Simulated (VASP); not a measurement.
A run of VASP 6.6.1 is set up as follows.

The input INCAR:

```
SYSTEM = Al2H
  PREC = Accurate
  ENCUT = 500
  EDIFF = 1E-6
  ISMEAR = 0
  SIGMA = 0.1
  LREAL = .False.
  LASPH = .True.
  NELM = 120
  ALGO = Normal
  ISIF = 2
  LWAVE = .False.
  LCHARG = .False.
  GGA = PE
  NBANDS = 10
  GGA_COMPAT = .False.
```

The input KPOINTS:

```
Automatic mesh
0
Gamma
  6 6 6
  0 0 0
```

File POSCAR:

```
Al2H
1.0
    1.4164793216      0.8178047176      5.4264619730
   -1.4164793216      0.8178047176      5.4264619730
    0.0000000000     -1.6356094352      5.4264619730
Al H
2 1
Direct
    0.5160549019      0.5160549019      0.5160549019
    0.9946257473      0.9946257473      0.9946257473
    0.1143193508      0.1143193508      0.1143193508
```

Potentials or basis: VASP PAW PBE potentials, release 64 (Al, H).

Command:

```bash
$ cat potpaw_PBE.64/Al/POTCAR potpaw_PBE.64/H/POTCAR > POTCAR
$ mpirun -np 1 vasp_std > vasp.out
```

Task: What does it give for the largest force?

Result: 0.060 eV/Å.

Task: Estimate the pressure.

Result: 0.5 GPa.

Task: Estimate the band gap on the k mesh.

Result: Zero (an odd number of electrons rules out a gap without spin polarisation).

Forces on the atoms (eV/Å):
```
Al   0.000  0.000  0.060
Al   0.000  0.000  0.000
H    0.000  0.000 -0.059
```

Caveat: the k points lie up to 0.43 Å⁻¹ apart, too coarse for converged energies and pressures of a metal.
